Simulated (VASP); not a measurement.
# VO2: single point with r2SCAN

Crystal: VO2.

```xyz
6
Lattice="4.5406 0.0000 0.0000 0.0000 4.5406 0.0000 0.0000 0.0000 2.8298" Properties=species:S:1:pos:R:3 pbc="T T T"
V     0.0000    0.0000    0.0000
V     2.2703    2.2703    1.4149
O     1.3637    1.3637    0.0000
O     0.9067    3.6340    1.4149
O     3.1770    3.1770    0.0000
O     3.6340    0.9067    1.4149
```

```
Program                : VASP 6.6.1
Task                   : single point
Functional             : r2SCAN
Potentials or basis    : VASP PAW PBE potentials, release 64 (V_sv, O)
Cutoff                 : 660 eV
k mesh                 : 8 × 8 × 12
Occupations            : gaussian, width 0.1 eV
Spin                   : collinear spin, ferromagnetic start
Starting moments       : [0.98, 0.98, 0.0, 0.0, 0.0, 0.0] μB
Dipole correction      : no
Further INCAR settings : ALGO = Normal; EDIFF = 1e-06; NBANDS = 38
```

```
Pressure                                              : 0.8 GPa
Largest force                                         : 0.041 eV/Å
Band gap on the k mesh                                : zero (filled and empty bands overlap)
Net moment                                            : 2.00 μB per cell
Site moments                                          : V +1.12; O -0.08 μB
Valence electrons inside the program's atomic spheres : V 11.49; O 5.09
```

Forces on the atoms (eV/Å):
```
V    0.000  0.000  0.000
V    0.000  0.000  0.000
O   -0.029 -0.029  0.000
O    0.029 -0.029  0.000
O    0.029  0.029  0.000
O   -0.029  0.029  0.000
```

Stress tensor (GPa, compression positive):
```
0.61 0.00 0.00
0.00 0.61 0.00
0.00 0.00 1.22
```

Levels at points of the mesh, in eV from the Fermi level:
Spin up:
| k point | band 24 | band 25 | band 26 | band 27 | band 28 | band 29 |
| --- | --- | --- | --- | --- | --- | --- |
| (0.00, 0.00, 0.00) | -1.50 | -1.02 | -0.61 | -0.49 | -0.49 | -0.14 |
| (0.50, 0.00, 0.00) | -2.22 | -0.26 | -0.26 | 0.17 | 0.17 | 1.13 |
| (0.50, 0.50, 0.00) | -2.83 | -0.93 | -0.93 | -0.47 | -0.47 | 1.55 |
| (0.00, 0.00, 0.50) | -3.23 | 0.52 | 0.52 | 0.68 | 0.68 | 1.03 |
| (0.50, 0.00, 0.50) | -2.57 | -0.85 | -0.85 | 0.67 | 0.67 | 1.39 |
| (0.50, 0.50, 0.50) | -2.30 | 0.19 | 0.19 | 0.40 | 0.40 | 0.68 |
Spin down:
```
           k point  band 20  band 21  band 22  band 23  band 24  band 25  band 26  band 27  band 28  band 29
(0.00, 0.00, 0.00)    -3.69    -2.31    -2.16    -2.16    -1.63     0.65     0.72     1.31     1.60     1.60
(0.50, 0.00, 0.00)    -5.00    -3.26    -3.26    -2.43    -2.43     1.28     1.28     2.18     2.18     2.47
(0.50, 0.50, 0.00)    -3.99    -2.97    -2.97    -2.96    -2.96     0.60     0.60     1.62     1.62     2.75
(0.00, 0.00, 0.50)    -4.89    -4.10    -4.10    -3.25    -3.25     1.86     1.86     2.25     2.25     2.61
(0.50, 0.00, 0.50)    -4.30    -3.76    -3.76    -2.80    -2.80     0.87     0.87     2.24     2.24     2.78
(0.50, 0.50, 0.50)    -4.86    -3.04    -3.04    -2.40    -2.40     1.53     1.53     2.14     2.14     2.28
```

Run time: 5.9 min on 4 MPI ranks on AMD EPYC 9R45 96-Core Processor (Zen 5), on a shared host, peak memory 0.53 GiB a rank.

Caveat: the PAW data sets were made with another functional, which shifts forces and pressure a little; semilocal functionals often make such compounds metallic where correlation or magnetic order opens a gap, which also shifts bond lengths. With open d or f shells a metallic result of r2SCAN can be an artefact of self-interaction; +U or a hybrid may open a gap.
